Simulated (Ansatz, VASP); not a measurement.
Two plane-wave programs on SiC5

```xyz
6
Lattice="4.6501 0.0000 0.0000 -2.3250 4.0271 0.0000 0.0000 0.0000 4.5635" Properties=species:S:1:pos:R:3 pbc="T T T"
Si    0.0000    0.0000    0.0000
C    -1.4419    2.4975    0.0000
C     2.8839    0.0000    0.0000
C     0.8831    1.5296    0.0000
C     0.0000    2.6847    0.0000
C     2.3250    1.3424    0.0000
```

Alike in both runs: task relaxation of cell and atoms; functional PBE; k mesh 12 × 12 × 8; occupations gaussian, width 0.1 eV; no spin polarisation.

```csv
,VASP,Ansatz
version,VASP 6.6.1,Ansatz 0.2.0
potentials or method,"VASP PAW PBE potentials, release 64 (Si, C), cutoff 600 eV","scalar-relativistic, plane waves, PAW"
valence electrons in the cell,24,24
```

|  | VASP | Ansatz | Ansatz less VASP |
| --- | --- | --- | --- |
| gap on the k mesh at the Fermi level, each at its own relaxed structure (eV) | none | none | - |
| relaxed volume (Å³/atom) | 13.53 | 14.24 | +0.717 |
| relaxed cell length with the largest relative difference (Å) | 4.335 | 4.564 | +0.2286 |

A gap of «none» marks a metal or a gap that the smearing closes. One of these differences is far larger than is usual between the two programs; its cause wasn't traced.
